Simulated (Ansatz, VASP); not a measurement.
## V: VASP beside Ansatz

```
CELL_PARAMETERS angstrom
-1.50067 1.50067 1.50067
1.50067 -1.50067 1.50067
1.50067 1.50067 -1.50067
ATOMIC_POSITIONS crystal
V 0.00000 0.00000 0.00000
```

Alike in both runs: functional PBE; k mesh 10 × 10 × 10; occupations gaussian, width 0.1 eV; no spin polarisation.

Ansatz relaxed the structure, and its values are those at the end. VASP's run is a single point on that final structure, the one shown.

```csv
,VASP,Ansatz
version,VASP 6.6.1,Ansatz 0.2.0
potentials or method,"VASP PAW PBE potentials, release 64 (V_sv), cutoff 500 eV","scalar-relativistic, plane waves, PAW"
valence electrons in the cell,13,13
```

Ansatz gave:

| Item | Value |
| --- | --- |
| gap on the k mesh at the Fermi level (eV) | none |
| pressure (GPa) | 0.2 |

Task: Estimate VASP's values.

Result: gap on the k mesh at the Fermi level (eV): none; pressure (GPa): 0.3.

A gap of «none» marks a metal or a gap that the smearing closes.
